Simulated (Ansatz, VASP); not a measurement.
Two plane-wave programs on Nb

INCAR

```
SYSTEM = Nb
PREC     = Accurate       ! precision mode
ENCUT    = 520            ! plane-wave cutoff, eV
EDIFF    = 1E-6           ! SCF threshold, eV
ISMEAR   = 0              ! smearing method
SIGMA    = 0.15           ! smearing width, eV
LREAL    = .FALSE.        ! projectors in reciprocal space
LASPH    = .TRUE.         ! aspherical terms in the spheres
NELM     = 100            ! most SCF steps
ALGO     = Fast           ! electronic algorithm
ISIF     = 2              ! what is computed and relaxed
LWAVE    = .FALSE.        ! write WAVECAR
LCHARG   = .FALSE.        ! write CHGCAR
GGA      = PS             ! functional
NBANDS   = 12             ! bands
```

Contents of KPOINTS:

```
regular mesh
0
G
  20 20 20
  0 0 0
```

File POSCAR:

```
Nb
1.0
    0.0000000000      2.1150000000      2.1520125000
    2.1150000000      0.0000000000      2.1520125000
    2.1150000000      2.1150000000      0.0000000000
Nb
1
Direct
    0.0000000000      0.0000000000      0.0000000000
```

Input for Ansatz:

```yaml
crystal:
  lattice:
    - [0.0, 2.115, 2.1520125]
    - [2.115, 0.0, 2.1520125]
    - [2.115, 2.115, 0.0]
  atoms:
    - { symbol: Nb, position: [0.0, 0.0, 0.0] }
basis:
  ecutwfc: 420
kpoints:
  mp_grid: { grid: [20, 20, 20] }
hamiltonian:
  xc: pbesol
scf:
  occupations: { method: gaussian, width: 0.15 }
output:
  forces: true
  stress: true
  eigenvalues: true
```

Change from the starting cell: strain +0.0175 x Voigt [0, 0, 1, 0, 0, 0], atoms carried along.

Alike in both runs: task single point; functional PBEsol; k mesh 20 × 20 × 20; occupations gaussian, width 0.15 eV; no spin polarisation.

|  | VASP | Ansatz |
| --- | --- | --- |
| version | VASP 6.6.1 | Ansatz 0.2.0 |
| potentials or method | VASP PAW PBE potentials, release 64 (Nb_sv), cutoff 520 eV | scalar-relativistic, plane waves, PAW |
| valence electrons in the cell | 13 | 13 |

|  | VASP | Ansatz | Ansatz less VASP |
| --- | --- | --- | --- |
| gap on the k mesh at the Fermi level (eV) | none | none | - |
| pressure (GPa) | -9.8 | -9.5 | +0.30 |
| traceless stress, the component that is largest in VASP (GPa) | 2.83 | 2.85 | +0.017 |

VASP's potentials were made for PBE, not for PBEsol. A gap of «none» marks a metal or a gap that the smearing closes.
